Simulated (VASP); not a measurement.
A run of VASP 6.6.1 is set up as follows.

The input INCAR:

```
SYSTEM = Nb
PREC = Accurate
ENCUT = 520
EDIFF = 1E-6
ISMEAR = -1
SIGMA = 0.05
LREAL = .False.
LASPH = .True.
NELM = 150
ALGO = Normal
ISIF = 2
LWAVE = .False.
LCHARG = .True.
ISPIN = 2
MAGMOM = 1
LORBIT = 11
LMAXMIX = 4
GGA = B5
ALDAX = 1.0
AGGAX = 1.0
AGGAC = 1.0
ALDAC = 0.0
LELF = .True.
LVHAR = .True.
NBANDS = 16
```

The input KPOINTS:

```
regular mesh
0
Gamma
  22 22 22
  0 0 0
```

Contents of POSCAR:

```
Nb
1.0
   -1.6047607458      1.6047607458      1.6047607458
    1.6047607458     -1.6047607458      1.6047607458
    1.6047607458      1.6047607458     -1.6047607458
Nb
1
Direct
    0.0000000000      0.0000000000      0.0000000000
```

Potentials or basis: VASP PAW PBE potentials, release 64 (Nb_sv).

Run with:

```sh
$ cat potpaw_PBE.64/Nb_sv/POTCAR > POTCAR
$ mpirun -np 1 vasp_std > vasp.out
```

Problem. Estimate the net moment.

Solution. 0.00 μB per cell.

Problem. What does it give for the pressure?

Solution. 25.9 GPa.

Caveat: the cell stands under pressure; the PAW data sets were made with another functional, which shifts forces and pressure a little.
